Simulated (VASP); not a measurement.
Here is a VASP 6.6.1 calculation.

The input INCAR:

```
PREC = Accurate
ENCUT = 520
EDIFF = 1E-6
ISMEAR = 0
SIGMA = 0.1
LREAL = F
LASPH = T
NELM = 80
ALGO = Normal
ISIF = 2
LWAVE = F
LCHARG = F
GGA = PE
NBANDS = 51
```

The input KPOINTS:

```
Automatic mesh
0
Gamma
  6 6 6
```

Contents of POSCAR:

```
Ge
1.0
    5.3609066200      3.0951208800      1.2489940400
   -5.3609066200      3.0951208800      1.2489940400
    0.0000000000     -6.1902417600      1.2489940400
Ge
6
Direct
    0.8062090300      0.1851480000      0.8062090300
    0.1937909700      0.1937909700      0.8148520000
    0.1851480000      0.8062090300      0.8062090300
    0.8148520000      0.1937909700      0.1937909700
    0.8062090300      0.8062090300      0.1851480000
    0.1937909700      0.8148520000      0.1937909700
```

Potentials or basis: VASP PAW PBE potentials, release 64 (Ge_d).

Command:

```sh
$ cat potpaw_PBE.64/Ge_d/POTCAR > POTCAR
$ mpirun -np 1 vasp_std > vasp.out
```

**Question.** Predict the pressure.

**Answer.** 12.2 GPa.

**Question.** Predict the largest force.

**Answer.** 0.870 eV/Å.

Stress tensor (GPa, compression positive):
```
12.44  0.00  0.00
 0.00 12.44  0.00
 0.00  0.00 11.85
```

Caveat: the cell stands under pressure.
